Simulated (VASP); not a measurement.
# P (P6/mmm) in VASP: a series of runs

P is run at these levels: PBE; tasks: single point.

All numbers are computed with VASP 6.6.1; they aren't measurements. Logs are shortened: lines on timing, memory, paths and dates and some standing lists are left out, and cuts for length are marked.

### 1 The cell of the first run

It takes space group P6/mmm (No. 191, hexagonal). The conventional cell has a = 2.652 Å, b = 2.652 Å, c = 4.844 Å, α = 90.00°, β = 90.00°, γ = 120.00°. Within 3.1 Å of P (site symmetry 6mm) lie 8 P at 2.31 to 2.65 Å.

The cell was built from a structure type or drawn by symmetry, and may not be a known phase.

### 2 Single point, PBE

The input, INCAR:

```
PREC = Accurate
ENCUT = 520
EDIFF = 1E-6
ISMEAR = 0
SIGMA = 0.1
LREAL = False
LASPH = True
NELM = 60
ALGO = Normal
ISIF = 2
LWAVE = False
LCHARG = True
GGA = PE
LELF = True
LVHAR = True
NBANDS = 12
```

The input, KPOINTS:

```
regular mesh
0
Gamma
  6 6 4
```

The input, POSCAR:

```
P
1.0
    2.6515948336      0.0000000025      0.0000000000
   -1.3257974189      2.2963484852      0.0000000000
    0.0000000000      0.0000000000      4.8435474976
P
2
Direct
    0.0000000000      0.0000000000      0.2384622207
    0.0000000000      0.0000000000      0.7615377793
```

Potentials or basis: VASP PAW PBE potentials, release 64 (P).

The run is started by

```sh
cat potpaw_PBE.64/P/POTCAR > POTCAR
mpirun -np 1 vasp_std > vasp.out
```

OUTCAR:

```text
PREC = Accurate
   ENCUT = 520
   EDIFF = 1E-6
   ISMEAR = 0
   LREAL = False
   LASPH = True
   NELM = 60
   ISIF = 2
   GGA = PE

 ion  position               nearest neighbor table
   1  0.000  0.000  0.238-   2 2.31   2 2.53
   2  0.000  0.000  0.762-   1 2.31   1 2.53

  LATTYP: Found a hexagonal cell.
 ALAT       =     2.6515948336
 C/A-ratio  =     1.8266544482

  Lattice vectors:

 A1 = (   2.6515948336,   0.0000000025,   0.0000000000)
 A2 = (  -1.3257974189,   2.2963484852,   0.0000000000)
 A3 = (   0.0000000000,   0.0000000000,   4.8435474976)

Analysis of symmetry for initial positions (statically):
=====================================================================
 Subroutine PRICEL returns:
 Original cell was already a primitive cell.

 Routine SETGRP: Setting up the symmetry group for a
 hexagonal supercell.

 Subroutine GETGRP returns: Found 24 space group operations
 (whereof 24 operations were pure point group operations)
 out of a pool of 24 trial point group operations.

The static configuration has the point symmetry D_6h.

Analysis of symmetry for dynamics (positions and initial velocities):
=====================================================================
 Subroutine PRICEL returns:
 Original cell was already a primitive cell.

 Routine SETGRP: Setting up the symmetry group for a
 hexagonal supercell.

 Subroutine GETGRP returns: Found 24 space group operations
 (whereof 24 operations were pure point group operations)
 out of a pool of 24 trial point group operations.

The dynamic configuration has the point symmetry D_6h.

 Subroutine INISYM returns: Found 24 space group operations
 (whereof 24 operations are pure point group operations),
 and found     1 'primitive' translations

----------------------------------------------------------------------------------------

                                     Primitive cell

  volume of cell :      29.4923

  direct lattice vectors                    reciprocal lattice vectors
     2.651594834  0.000000003  0.000000000     0.377131524  0.217736987  0.000000000
    -1.325797419  2.296348485  0.000000000    -0.000000000  0.435473974  0.000000000
     0.000000000  0.000000000  4.843547498     0.000000000  0.000000000  0.206460244

  length of vectors
     2.651594834  2.651594834  4.843547498     0.435473974  0.435473974  0.206460244

  position of ions in fractional coordinates (direct lattice)
     0.000000000  0.000000000  0.238462221
     0.000000000  0.000000000  0.761537779

  ion indices of the primitive-cell ions
   primitive index   ion index
                 1           1
                 2           2

----------------------------------------------------------------------------------------

 KPOINTS: regular mesh

Automatic generation of k-mesh.
 Grid dimensions read from file:
 generate k-points for:    6    6    4

 Generating k-lattice:

  Cartesian coordinates                     Fractional coordinates (reciprocal lattice)
     0.062855254  0.036289498  0.000000000     0.166666667  0.000000000  0.000000000
    -0.000000000  0.072578996  0.000000000     0.000000000  0.166666667  0.000000000
     0.000000000  0.000000000  0.051615061     0.000000000  0.000000000  0.250000000

  Length of vectors
     0.072578996  0.072578996  0.051615061

  Shift w.r.t. Gamma in fractional coordinates (k-lattice)
     0.000000000  0.000000000  0.000000000

 Subroutine IBZKPT returns following result:
 ===========================================

 Found     21 irreducible k-points:

 Following reciprocal coordinates:
            Coordinates               Weight
  0.000000  0.000000  0.000000      1.000000
  0.166667  0.000000  0.000000      6.000000
  0.333333  0.000000  0.000000      6.000000
  0.500000  0.000000  0.000000      3.000000
  0.166667  0.166667  0.000000      6.000000
  0.333333  0.166667  0.000000     12.000000
[... 13 lines left out ...]
  0.333333  0.166667  0.500000     12.000000
  0.333333  0.333333  0.500000      2.000000
   k-points           NKPTS =     21   k-points in BZ     NKDIM =     21   number of bands    NBANDS=     12
   number of dos      NEDOS =    301   number of ions     NIONS =      2
   total plane-waves  NPLWV =  14400
   dimension x,y,z NGX =    20 NGY =   20 NGZ =   36
   dimension x,y,z NGXF=    40 NGYF=   40 NGZF=   72
   ions per type =               2
   NGX,Y,Z   is equivalent  to a cutoff of  12.54, 12.54, 12.36 a.u.
   NGXF,Y,Z  is equivalent  to a cutoff of  25.08, 25.08, 24.71 a.u.
 SYSTEM =  unknown system
   PREC   = accura    normal or accurate (medium, high low for compatibility)
   ISTART =      0    job   : 0-new  1-cont  2-samecut
   ICHARG =      2    charge: 1-file 2-atom 10-const
   ISPIN  =      1    spin polarized calculation?
   LNONCOLLINEAR =      F non collinear calculations
   LSORBIT =      F    spin-orbit coupling
   LASPH  =      T    aspherical Exc in radial PAW
   ENCUT  =  520.0 eV  38.22 Ry    6.18 a.u.   4.93  4.93  9.01*2*pi/ulx,y,z
   NELM   =     60;   NELMIN=  2; NELMDL= -5     # of ELM steps
   EDIFF  = 0.1E-05   stopping-criterion for ELM
   LREAL  =      F    real-space projection
   EDIFFG = 0.1E-04   stopping-criterion for IOM
   NSW    =      0    number of steps for IOM
   IBRION =     -1    ionic relax: 0-MD 1-quasi-New 2-CG
   NFREE  =      0    steps in history (QN), initial steepest desc. (CG)
   ISIF   =      2    stress and relaxation
   ISYM   =      2    0-nonsym 1-usesym 2-fastsym
   POTIM  = 0.5000    time-step for ionic-motion
   TEBEG  =    0.0;   TEEND  =   0.0 temperature during run
   PSTRESS=    0.0 pullay stress
   NELECT =      10.0000    total number of electrons
   NUPDOWN=      -1.0000    fix difference up-down
   EMIN   =  10.00;   EMAX   =-10.00  energy-range for DOS
   EFERMI =   0.00;   METHOD = LEGACY
   ISMEAR =     0;   SIGMA  =   0.10  broadening in eV -4-tet -1-fermi 0-gaus
   EFERMI_NEDOS =   21; number of points for ismear=-14 and -15
   IALGO  =     38    algorithm
   IMIX   =      4    mixing-type and parameters
     AMIX     =   0.40;   BMIX     =  1.00
     AMIX_MAG =   1.60;   BMIX_MAG =  1.00
  volume/ion in A,a.u.               =      14.75        99.51
  Fermi-wavevector in a.u.,A,eV,Ry     =   1.141577  2.157268 17.731095  1.303199
  Thomas-Fermi vector in A             =   2.278277
   LORBIT       =      0    0 simple, 1 ext, 2 COOP (PROOUT), +10 PAW based schemes
   GGA     = PE    functional components
   LHFCALC =     F    Hartree Fock is set to
   AEXX    =    0.0000 exact exchange contribution
   IVDW    =     0    specifies the selected vdW correction
   LEPSILON=     F    determine dielectric tensor
   LRPA    =     F    only Hartree local field effects (RPA)
 non-spin polarized calculation
 Gauss-broadening in eV      SIGMA  =   0.10
  energy-cutoff  :      520.00
  volume of cell :       29.49
 maximum number of plane-waves:       813
 NGX is ok and might be reduce to    20
   NGX =  9   NGY =  9   NGZ = 19

 number of electron      10.0000001 magnetization

 Free energy of the ion-electron system (eV)
  ---------------------------------------------------
  ext. energy  EPLUGINS =         0.00000000
  ---------------------------------------------------
  free energy    TOTEN  =        -9.93066294 eV

  energy without entropy =       -9.92769523  energy(sigma->0) =       -9.92917908

 E-fermi :   9.8751     XC(G=0): -11.3087

 val. band max:        9.6487318700   @ k =   0.1667   0.1667   0.0000
 cond. band min:       9.9434617871   @ k =   0.1667   0.1667   0.2500
 fundamental gap:      0.2947299171
 Fermi energy:         9.8751485216

 k-point     1 :       0.0000    0.0000    0.0000
  band No.  band energies     occupation
      1      -6.8437      2.00000
      2      -2.2460      2.00000
      3       1.0279      2.00000
      4      15.1525      0.00000
      5      15.1574      0.00000
      6      15.1574      0.00000
      7      16.5496      0.00000
      8      18.0096      0.00000
      9      18.0096      0.00000
     10      20.8446      0.00000
     11      20.8446      0.00000
     12      23.6268      0.00000

 k-point     2 :       0.1667    0.0000    0.0000
  band No.  band energies     occupation
      1      -6.1225      2.00000
      2      -1.5163      2.00000
      3       1.6719      2.00000
      4      10.6552      0.00000
      5      13.6497      0.00000
      6      14.4994      0.00000
      7      15.7455      0.00000
      8      16.6049      0.00000
      9      17.2957      0.00000
     10      19.3917      0.00000
     11      20.1914      0.00000
     12      22.1689      0.00000

 k-point     3 :       0.3333    0.0000    0.0000
  band No.  band energies     occupation
      1      -4.0253      2.00000
      2       0.6379      2.00000
      3       3.4338      2.00000
      4       5.0431      2.00000
      5       9.0783      2.00000
      6      11.9452      0.00000
      7      13.9047      0.00000
      8      14.9961      0.00000
      9      15.7071      0.00000
     10      17.2042      0.00000
     11      20.4187      0.00000
     12      21.6211      0.00000

 k-point     4 :       0.5000    0.0000    0.0000
  band No.  band energies     occupation
      1      -1.6553      2.00000
      2       1.3786      2.00000
      3       3.5362      2.00000
      4       4.9728      2.00000
      5       4.9977      2.00000
      6      11.0852      0.00000
      7      11.3318      0.00000
      8      14.4153      0.00000
      9      15.0305      0.00000
     10      18.3478      0.00000
     11      19.8316      0.00000
     12      20.9945      0.00000

 k-point     5 :       0.1667    0.1667    0.0000
  band No.  band energies     occupation
      1      -4.7075      2.00000
      2      -0.0727      2.00000
      3       2.8916      2.00000
      4       7.4608      2.00000
      5       9.6487      1.99864
      6      11.7014      0.00000
      7      12.9154      0.00000
      8      15.9232      0.00000
      9      16.7737      0.00000
     10      19.6128      0.00000
     11      19.7347      0.00000
     12      20.9049      0.00000
[... 183 lines left out ...]
      1      -0.6568      2.00000
      2       0.3983      2.00000
      3       2.3563      2.00000
      4       3.0336      2.00000
      5      10.3686      0.00000
      6      11.5922      0.00000
      7      12.1563      0.00000
      8      12.8575      0.00000
      9      16.0007      0.00000
     10      16.5755      0.00000
     11      16.8798      0.00000
     12      17.7494      0.00000

 k-point    19 :       0.1667    0.1667    0.5000
  band No.  band energies     occupation
      1      -3.6730      2.00000
      2      -2.7689      2.00000
      3       7.2823      2.00000
      4       8.2828      2.00000
      5       9.6136      1.99978
      6      10.5296      0.00000
      7      10.5470      0.00000
      8      11.2233      0.00000
      9      20.4959      0.00000
     10      21.2873      0.00000
     11      21.7383      0.00000
     12      22.3565      0.00000

 k-point    20 :       0.3333    0.1667    0.5000
  band No.  band energies     occupation
      1      -1.1186      2.00000
      2      -0.1359      2.00000
      3       4.0296      2.00000
      4       4.8089      2.00000
      5       8.3357      2.00000
      6       9.0879      2.00000
      7      10.6396      0.00000
      8      11.7966      0.00000
      9      17.2427      0.00000
     10      17.9049      0.00000
     11      21.3792      0.00000
     12      21.9532      0.00000

 k-point    21 :       0.3333    0.3333    0.5000
  band No.  band energies     occupation
      1       0.5038      2.00000
      2       1.6434      2.00000
      3       4.4792      2.00000
      4       4.4792      2.00000
      5       5.1549      2.00000
      6       5.1549      2.00000
      7      11.4491      0.00000
      8      12.7808      0.00000
      9      18.1483      0.00000
     10      18.1483      0.00000
     11      18.7441      0.00000
     12      18.7441      0.00000

------------------------ aborting loop because EDIFF is reached ----------------------------------------

  FORCE on cell =-STRESS in cart. coord.  units (eV):
  Direction    XX          YY          ZZ          XY          YZ          ZX
  --------------------------------------------------------------------------------------
  -------------------------------------------------------------------------------------
  Total       -0.0270648     -0.0270648     -0.0597535     -0.0000000      0.0000000      0.0000000
  in kB       -1.4703018     -1.4703018     -3.2461287     -0.0000000      0.0000000      0.0000000
  external PRESSURE =      -2.0622441 kB  Pullay stress =       0.0000000 kB

 VOLUME and BASIS-vectors are now :
 -----------------------------------------------------------------------------
  energy-cutoff  :      520.00
  volume of cell :       29.49
      direct lattice vectors                 reciprocal lattice vectors
     2.651594834  0.000000003  0.000000000     0.377131524  0.217736987  0.000000000
    -1.325797419  2.296348485  0.000000000    -0.000000000  0.435473974  0.000000000
     0.000000000  0.000000000  4.843547498     0.000000000  0.000000000  0.206460244

 POSITION                                       TOTAL-FORCE (eV/Angst)
 -----------------------------------------------------------------------------------
      0.00000      0.00000      1.15500        -0.000000     -0.000000     -0.024996
      0.00000      0.00000      3.68854         0.000000      0.000000      0.024996
 -----------------------------------------------------------------------------------
    total drift:                                0.000000     -0.000000     -0.000000

  FREE ENERGIE OF THE ION-ELECTRON SYSTEM (eV)
  ---------------------------------------------------
  free  energy   TOTEN  =        -9.9306629356 eV

  energy  without entropy=       -9.9276952339  energy(sigma->0) =       -9.92917908
```

It took 8.8 s on 1 thread of AMD EPYC 7R13, shared host; peak memory 0.1 GiB.

What came out:

* Free energy: -9.9307 eV
* Pressure: -0.2 GPa
* Largest force: 0.025 eV/Å
* Band gap on the k mesh: zero (bands 5 and 6 overlap by 10.75 eV)

Forces on the atoms (eV/Å):
```
P    0.000  0.000 -0.025
P    0.000  0.000  0.025
```

Caveat: the k points lie up to 0.46 Å⁻¹ apart, too coarse for converged energies and pressures of a metal.

### 3 Single point, PBE

This run uses another cell than the first one, of 18.82 Å³/atom.

The input, INCAR:

```
SYSTEM = P
PREC = Accurate ; ENCUT = 520
EDIFF = 1E-6 ; ISMEAR = 0
SIGMA = 0.1 ; LREAL = .FALSE.
LASPH = .TRUE. ; NELM = 60
ALGO = Normal ; ISIF = 2
LWAVE = .FALSE. ; LCHARG = .FALSE.
GGA = PE ; NBANDS = 12
```

The input, KPOINTS:

```
regular mesh
0
G
  6 6 4
  0 0 0
```

The input, POSCAR:

```
P
1.0
    3.1005050700      0.0000000000      0.0000000000
   -1.5502525400      2.6851161600      0.0000000000
    0.0000000000      0.0000000000      4.5219083700
P
2
Direct
    0.0000000000      0.0000000000      0.2055873600
    0.0000000000      0.0000000000      0.7944126400
```

Potentials or basis: VASP PAW PBE potentials, release 64 (P).

The run is started by

```sh
cat potpaw_PBE.64/P/POTCAR > POTCAR
mpirun -np 1 vasp_std > vasp.out
```

It took 15 s on 1 thread of AMD EPYC 7R13, shared host; peak memory 0.11 GiB.

Results (log left out):

| Item | Value |
| --- | --- |
| Free energy | -8.3813 eV |
| Pressure | 11.2 GPa |
| Largest force | 5.654 eV/Å |
| Band gap on the k mesh | zero (bands 5 and 6 overlap by 3.12 eV) |

Forces in eV/Å, atoms in the order of the input:
```
P    0.000  0.000  5.654
P    0.000  0.000 -5.654
```

Stress tensor (GPa, compression positive):
```
-3.81  0.00  0.00
 0.00 -3.81  0.00
 0.00  0.00 41.32
```

Levels at points of the mesh, in eV from the Fermi level:
| k point | band 1 | band 2 | band 3 | band 4 | band 5 | band 6 | band 7 | band 8 | band 9 | band 10 |
| --- | --- | --- | --- | --- | --- | --- | --- | --- | --- | --- |
| (0.00, 0.00, 0.00) | -14.67 | -7.50 | -6.30 | 1.18 | 1.18 | 5.81 | 6.30 | 6.30 | 9.32 | 9.32 |
| (0.50, 0.00, 0.00) | -12.50 | -6.20 | -4.71 | -4.46 | -0.67 | -0.60 | 3.72 | 4.58 | 4.74 | 9.67 |
| (0.00, 0.00, 0.50) | -14.11 | -10.62 | -1.11 | 1.60 | 1.60 | 3.18 | 4.74 | 4.74 | 8.19 | 10.06 |
| (0.50, 0.00, 0.50) | -12.04 | -8.00 | -5.50 | -2.98 | -0.17 | 0.68 | 2.80 | 5.51 | 6.05 | 8.48 |

Caveat: the k points lie up to 0.39 Å⁻¹ apart, too coarse for converged energies and pressures of a metal; forces of over 1 eV/Å act on the atoms, so gaps and moduli don't describe the material at rest.

### 4 Single point, PBE

This run uses another cell than the first one, of 15.47 Å³/atom.

The input, INCAR:

```
SYSTEM = P
PREC     = Accurate       ! precision mode
ENCUT    = 520            ! plane-wave cutoff, eV
EDIFF    = 1E-6           ! SCF threshold, eV
ISMEAR   = 0              ! smearing method
SIGMA    = 0.1            ! smearing width, eV
LREAL    = .FALSE.        ! projectors in reciprocal space
LASPH    = .TRUE.         ! aspherical terms in the spheres
NELM     = 80             ! most SCF steps
ALGO     = Normal         ! electronic algorithm
ISIF     = 2              ! what is computed and relaxed
LWAVE    = .FALSE.        ! write WAVECAR
LCHARG   = .TRUE.         ! write CHGCAR
GGA      = PE             ! functional
LELF     = .TRUE.         ! ELF
LVHAR    = .TRUE.       
NBANDS   = 12             ! bands
```

The input, KPOINTS:

```
Automatic mesh
0
G
  9 9 4
  0 0 0
```

The input, POSCAR:

```
P
1.0
    2.6460853662      0.0000000000      0.0000000000
   -1.3230426831      2.2915771477      0.0000000000
    0.0000000000      0.0000000000      5.1013912653
P
2
Direct
    0.0000000000      0.0000000000      0.2264067318
    0.0000000000      0.0000000000      0.7735932682
```

The run is started by

```sh
cat potpaw_PBE.64/P/POTCAR > POTCAR
mpirun -np 1 vasp_std > vasp.out
```

Wall time 15 s (1 thread of AMD EPYC 7R13, shared host); peak memory 0.11 GiB.

It converged, with:

| Item | Value |
| --- | --- |
| Free energy | -9.8390 eV |
| Pressure | -0.3 GPa |
| Largest force | 0.037 eV/Å |
| Band gap on the k mesh | zero (bands 5 and 6 overlap by 10.30 eV) |

Forces on the atoms (eV/Å):
```
P    0.000  0.000 -0.037
P    0.000  0.000  0.037
```

Stress tensor (GPa, compression positive):
```
-0.25  0.00  0.00
 0.00 -0.25  0.00
 0.00  0.00 -0.38
```

Levels at points of the mesh, in eV from the Fermi level:
```csv
k point,band 1,band 2,band 3,band 4,band 5,band 6,band 7,band 8,band 9,band 10
"(0.00, 0.00, 0.00)",-16.14,-12.19,-8.02,4.09,5.91,5.91,6.51,8.33,8.33,11.54
"(0.00, 0.00, 0.50)",-15.52,-13.89,-4.10,-2.22,6.31,6.31,7.55,7.55,11.71,12.04
```

### 5 Summary

```tsv
cell	k mesh	gap on the mesh (eV)	pressure (GPa)	largest force (eV/Å)
a = 2.652, b = 2.652, c = 4.844 Å, angles 90.0, 90.0, 120.0°, 2 atoms, atomic positions A	6 × 6 × 4	none	-0.2	0.02
a = 3.101, b = 3.101, c = 4.522 Å, angles 90.0, 90.0, 120.0°, 2 atoms, atomic positions B	6 × 6 × 4	none	11.2	5.65
a = 2.646, b = 2.646, c = 5.101 Å, angles 90.0, 90.0, 120.0°, 2 atoms, atomic positions C	9 × 9 × 4	none	-0.3	0.04
```

Alike in all rows: task single point; level PBE; potentials or basis VASP PAW PBE potentials, release 64 (P); no spin polarisation; cutoff (eV) 520; smearing gaussian 0.1 eV.

Caveats: some runs use coarse meshes; forces of over 1 eV/Å act on the atoms, so gaps and moduli don't describe the material at rest (at least some runs).

Total energies depend on the potentials used, so only differences within one code and one set of settings carry meaning.
